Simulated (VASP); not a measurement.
Here is a VASP 6.6.1 calculation.

INCAR

```
ALGO = Fast
EDIFF = 1E-6
ENCUT = 520
GGA = PE
ISIF = 2
ISMEAR = 0
LASPH = True
LCHARG = False
LREAL = False
LWAVE = False
NBANDS = 11
NELM = 80
PREC = Accurate
SIGMA = 0.15
```

The input KPOINTS:

```
k-points
0
Gamma
  14 14 14
```

Contents of POSCAR:

```
Ba
1.0
   -2.4812500000      2.4812500000      2.5000000000
    2.4812500000     -2.4812500000      2.5000000000
    2.5187500000      2.5187500000     -2.5000000000
Ba
1
Direct
    0.0000000000      0.0000000000      0.0000000000
```

Potentials or basis: VASP PAW PBE potentials, release 64 (Ba_sv).

The run is started by

```bash
$ cat potpaw_PBE.64/Ba_sv/POTCAR > POTCAR
$ mpirun -np 1 vasp_std > vasp.out
```

(1) Estimate the pressure.

(2) Predict the band gap on the k mesh.

Answers

(1) 0.2 GPa.

(2) zero (bands 5 and 6 overlap by 0.98 eV).

Caveat: the cell differs from its parent crystal (strain +0.0150 x Voigt [0, 0, 0, 0, 0, 1]); spin-orbit coupling is left out, which moves the levels of the heavy elements.
